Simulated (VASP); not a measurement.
# SnSe (Fm-3m) in VASP: notebook, part 2 of 2

VASP 6.6.1. The steps go on from the part before.

**4. Single point, r2SCAN+D4**

Input file POSCAR:

```
SnSe
1.0
    0.0000000000      3.0100000000      3.0100000000
    3.0100000000      0.0000000000      3.0100000000
    3.0100000000      3.0100000000      0.0000000000
Sn Se
1 1
Direct
    0.0000000000      0.0000000000      0.0000000000
    0.5000000000      0.5000000000      0.5000000000
```

Input file INCAR.step1:

```
PREC = Accurate
ENCUT = 520
ISMEAR = -1
SIGMA = 0.05
LREAL = F
LASPH = T
NELM = 60
NBANDS = 17
GGA = PE
ALGO = Normal
EDIFF = 1E-4
LWAVE = T
LCHARG = F
```

Input file INCAR.step2:

```
PREC = Accurate
ENCUT = 520
EDIFF = 1E-6
ISMEAR = -1
SIGMA = 0.05
LREAL = F
LASPH = T
NELM = 60
ALGO = Normal
ISIF = 2
LWAVE = F
LCHARG = T
METAGGA = R2SCAN
LMIXTAU = T
IVDW = 13
VDW_S6 = 1.0
VDW_S8 = 0.6018749
VDW_A1 = 0.51559235
VDW_A2 = 5.77342911
LELF = T
LVHAR = T
NBANDS = 17
ISTART = 1
```

Input file KPOINTS:

```
regular mesh
0
Gamma
  8 8 8
```

Potentials or basis: VASP PAW PBE potentials, release 64 (Sn_d, Se).

Launch:

```bash
$ cat potpaw_PBE.64/Sn_d/POTCAR potpaw_PBE.64/Se/POTCAR > POTCAR
$ cp INCAR.step1 INCAR
$ mpirun -np 1 vasp_std > vasp.out
$ cp INCAR.step2 INCAR
$ mpirun -np 1 vasp_std > vasp.out
```

OUTCAR:

```text
PREC = Accurate
   ENCUT = 520
   EDIFF = 1E-6
   ISMEAR = -1
   LREAL = F
   LASPH = T
   NELM = 60
   ISIF = 2
   METAGGA = R2SCAN
   IVDW = 13
   ISTART = 1

 ion  position               nearest neighbor table
   1  0.000  0.000  0.000-   2 3.01   2 3.01   2 3.01   2 3.01   2 3.01   2 3.01
   2  0.500  0.500  0.500-   1 3.01   1 3.01   1 3.01   1 3.01   1 3.01   1 3.01

  LATTYP: Found a face centered cubic cell.
 ALAT       =     6.0200000000

  Lattice vectors:

 A1 = (   0.0000000000,   3.0100000000,   3.0100000000)
 A2 = (   3.0100000000,   0.0000000000,   3.0100000000)
 A3 = (   3.0100000000,   3.0100000000,   0.0000000000)

Analysis of symmetry for initial positions (statically):
=====================================================================
 Subroutine PRICEL returns:
 Original cell was already a primitive cell.

 Routine SETGRP: Setting up the symmetry group for a
 face centered cubic supercell.

 Subroutine GETGRP returns: Found 48 space group operations
[... 9 lines left out ...]

 Routine SETGRP: Setting up the symmetry group for a
 face centered cubic supercell.

 Subroutine GETGRP returns: Found 48 space group operations
[... 11 lines left out ...]
                                     Primitive cell

  volume of cell :      54.5418

  direct lattice vectors                    reciprocal lattice vectors
     0.000000000  3.010000000  3.010000000    -0.166112957  0.166112957  0.166112957
     3.010000000  0.000000000  3.010000000     0.166112957 -0.166112957  0.166112957
     3.010000000  3.010000000  0.000000000     0.166112957  0.166112957 -0.166112957

  length of vectors
     4.256782823  4.256782823  4.256782823     0.287716081  0.287716081  0.287716081

  position of ions in fractional coordinates (direct lattice)
     0.000000000  0.000000000  0.000000000
     0.500000000  0.500000000  0.500000000

  ion indices of the primitive-cell ions
   primitive index   ion index
                 1           1
                 2           2

[... 88 lines left out ...]
   IALGO  =     38    algorithm
   IMIX   =      4    mixing-type and parameters
     AMIX     =   0.40;   BMIX     =  1.00
     AMIX_MAG =   1.60;   BMIX_MAG =  1.00
  volume/ion in A,a.u.               =      27.27       184.03
  Fermi-wavevector in a.u.,A,eV,Ry     =   1.171768  2.214321 18.681350  1.373040
  Thomas-Fermi vector in A             =   2.308207
   LORBIT       =      0    0 simple, 1 ext, 2 COOP (PROOUT), +10 PAW based schemes
   METAGGA = R2SCAN    functional components
   LHFCALC =     F    Hartree Fock is set to
   AEXX    =    0.0000 exact exchange contribution
   IVDW    =    13    specifies the selected vdW correction
   LEPSILON=     F    determine dielectric tensor
   LRPA    =     F    only Hartree local field effects (RPA)
 non-spin polarized calculation
  energy-cutoff  :      520.00
  volume of cell :       54.54
 maximum number of plane-waves:      1480
   NGX = 15   NGY = 15   NGZ = 15

 number of electron      20.0000005 magnetization

 Free energy of the ion-electron system (eV)
  ---------------------------------------------------
  ext. energy  EPLUGINS =         0.00000000
  ---------------------------------------------------
  free energy    TOTEN  =       -39.87882417 eV

  energy without entropy =      -39.87872311  energy(sigma->0) =      -39.87877364

 E-fermi :   5.9327     XC(G=0): -10.1899

 val. band max:        5.7084824959   @ k =   0.5000   0.0000   0.0000
 cond. band min:       6.1631332747   @ k =   0.5000   0.0000   0.0000
 fundamental gap:      0.4546507788
 Fermi energy:         5.9326961713

 k-point     1 :       0.0000    0.0000    0.0000
  band No.  band energies     occupation
      1     -16.8413      2.00000
      2     -16.8413      2.00000
      3     -16.8391      2.00000
      4     -16.8391      2.00000
      5     -16.8391      2.00000
      6      -9.0169      2.00000
[... 457 lines left out ...]
      4     -16.8303      2.00000
      5     -16.8250      2.00000
      6      -7.8871      2.00000
[... 9 lines left out ...]
     16      16.8986      0.00000
     17      16.9351      0.00000

 [... further k-points ...]

------------------------ aborting loop because EDIFF is reached ----------------------------------------

  DFT-D4 for vdW energy calculation

  Edisp (eV):   -0.26623

  FORCE on cell =-STRESS in cart. coord.  units (eV):
  Direction    XX          YY          ZZ          XY          YZ          ZX
  --------------------------------------------------------------------------------------
  -------------------------------------------------------------------------------------
  Total      -0.27730    -0.27730    -0.27730    -0.00000     0.00000     0.00000
  in kB      -8.14565    -8.14565    -8.14565    -0.00000     0.00000     0.00000
  external pressure =       -8.15 kB  Pullay stress =        0.00 kB

 VOLUME and BASIS-vectors are now :
 -----------------------------------------------------------------------------
  energy-cutoff  :      520.00
  volume of cell :       54.54
      direct lattice vectors                 reciprocal lattice vectors
     0.000000000  3.010000000  3.010000000    -0.166112957  0.166112957  0.166112957
     3.010000000  0.000000000  3.010000000     0.166112957 -0.166112957  0.166112957
     3.010000000  3.010000000  0.000000000     0.166112957  0.166112957 -0.166112957

 POSITION                                       TOTAL-FORCE (eV/Angst)
 -----------------------------------------------------------------------------------
      0.00000      0.00000      0.00000         0.000000      0.000000      0.000000
      3.01000      3.01000      3.01000        -0.000000     -0.000000     -0.000000
 -----------------------------------------------------------------------------------
    total drift:                                0.000000     -0.000000     -0.000000

  FREE ENERGIE OF THE ION-ELECTRON SYSTEM (eV)
  ---------------------------------------------------
  free  energy   TOTEN  =       -40.1450553635 eV

  energy  without entropy=      -40.1449543043  energy(sigma->0) =      -40.14500483
```

OUTCAR.step1:

```text
PREC = Accurate
   ENCUT = 520
   ISMEAR = -1
   LREAL = F
   LASPH = T
   NELM = 60
[... 698 lines left out ...]
 -----------------------------------------------------------------------------------
      0.00000      0.00000      0.00000         0.000000      0.000000      0.000000
      3.01000      3.01000      3.01000        -0.000000     -0.000000     -0.000000
 -----------------------------------------------------------------------------------
    total drift:                                0.000000     -0.000000     -0.000000

  FREE ENERGIE OF THE ION-ELECTRON SYSTEM (eV)
  ---------------------------------------------------
  free  energy   TOTEN  =        -8.2189462722 eV

  energy  without entropy=       -8.2188969157  energy(sigma->0) =       -8.21892159
```

It took 2.8 min on 1 thread of AMD EPYC 7R13, shared host; peak memory 0.17 GiB.

Results:

```yaml
Free_energy: -40.1451 eV
Pressure: -0.8 GPa
Band_gap_on_the_k_mesh: 0.45 eV, direct
Dispersion_energy_per_atom: -0.133 eV
```

Levels at points of the mesh, in eV from the valence-band top:
```csv
k point,band 7,band 8,band 9,band 10,band 11,band 12,band 13,band 14
"(0.00, 0.00, 0.00)",-5.26,-2.64,-2.64,-2.64,4.36,4.36,4.36,6.04
"(0.50, 0.00, 0.00)",-8.57,-2.37,-2.37,0.00,0.45,1.13,1.13,8.57
"(0.50, 0.50, 0.00)",-6.36,-5.95,-4.10,-4.10,3.11,5.46,5.46,6.15
```

Caveat: the PAW data sets were made with another functional, which shifts forces and pressure a little; spin-orbit coupling is left out, which moves the levels of the heavy elements. A k mesh can miss the band edges.

**5. Single point, r2SCAN**

This run uses another cell than the first one, of 27.20 Å³/atom, 0.998 times its volume.

Input file POSCAR:

```
SnSe
1.0
    0.0000000000      3.0075095786      3.0075095786
    3.0075095786      0.0000000000      3.0075095786
    3.0075095786      3.0075095786      0.0000000000
Sn Se
1 1
Direct
    0.0000000000      0.0000000000      0.0000000000
    0.5000000000      0.5000000000      0.5000000000
```

Input file INCAR.step1:

```
SYSTEM = SnSe
  PREC = Accurate
  ENCUT = 520
  ISMEAR = -1
  SIGMA = 0.05
  LREAL = .False.
  LASPH = .True.
  NELM = 80
  NBANDS = 17
  GGA = PE
  ALGO = Normal
  EDIFF = 1E-4
  LWAVE = .True.
  LCHARG = .False.
```

Input file INCAR.step2:

```
SYSTEM = SnSe
  PREC = Accurate
  ENCUT = 520
  EDIFF = 1E-7
  ISMEAR = -1
  SIGMA = 0.05
  LREAL = .False.
  LASPH = .True.
  NELM = 80
  ALGO = Normal
  ISIF = 2
  LWAVE = .False.
  LCHARG = .False.
  METAGGA = R2SCAN
  LMIXTAU = .True.
  NBANDS = 17
  ISTART = 1
```

Input file KPOINTS:

```
regular mesh
0
Gamma
  8 8 8
  0 0 0
```

Launch:

```bash
$ cat potpaw_PBE.64/Sn_d/POTCAR potpaw_PBE.64/Se/POTCAR > POTCAR
$ cp INCAR.step1 INCAR
$ mpirun -np 1 vasp_std > vasp.out
$ cp INCAR.step2 INCAR
$ mpirun -np 1 vasp_std > vasp.out
```

Run time: 3.2 min. Hardware: 1 thread of AMD EPYC 7R13, shared host; peak memory 0.17 GiB.

Results (log left out):

| Property | Result |
| --- | --- |
| Free energy | -39.8789 eV |
| Pressure | 0.0 GPa |
| Band gap on the k mesh | 0.47 eV, direct |

Levels at points of the mesh, in eV from the valence-band top:
| k point | band 6 | band 7 | band 8 | band 9 | band 10 | band 11 | band 12 | band 13 | band 14 | band 15 |
| --- | --- | --- | --- | --- | --- | --- | --- | --- | --- | --- |
| (0.00, 0.00, 0.00) | -14.74 | -5.25 | -2.65 | -2.65 | -2.65 | 4.37 | 4.37 | 4.37 | 6.04 | 6.04 |
| (0.50, 0.00, 0.00) | -13.76 | -8.59 | -2.38 | -2.38 | 0.00 | 0.47 | 1.13 | 1.13 | 8.58 | 10.42 |
| (0.50, 0.50, 0.00) | -13.46 | -6.36 | -5.96 | -4.11 | -4.11 | 3.11 | 5.48 | 5.48 | 6.17 | 10.62 |

Caveat: the PAW data sets were made with another functional, which shifts forces and pressure a little; spin-orbit coupling is left out, which moves the levels of the heavy elements. A k mesh can miss the band edges.

**6. The runs side by side**

```csv
task,level,cell,cutoff (eV),gap on the mesh (eV),pressure (GPa)
relaxation of cell and atoms,PBE+D4,"relaxed from a = 4.257 Å, angles 60.0°, 2 atoms",600,0.69,0.0
single point,r2SCAN+D4,"a = 4.228 Å, angles 60.0°, 2 atoms",520,0.55,0.2
single point,r2SCAN+D4,"a = 4.257 Å, angles 60.0°, 2 atoms",520,0.45,-0.8
single point,r2SCAN,"a = 4.253 Å, angles 60.0°, 2 atoms",520,0.47,0.0
```

Alike in all rows: potentials or basis VASP PAW PBE potentials, release 64 (Sn_d, Se); no spin polarisation; k mesh 8 × 8 × 8; smearing fermi-dirac 0.05 eV.

Caveats: spin-orbit coupling is left out, which moves the levels of the heavy elements; the PAW data sets were made with another functional, which shifts forces and pressure a little (some runs).

Total energies depend on the potentials used, so only differences within one code and one set of settings carry meaning.
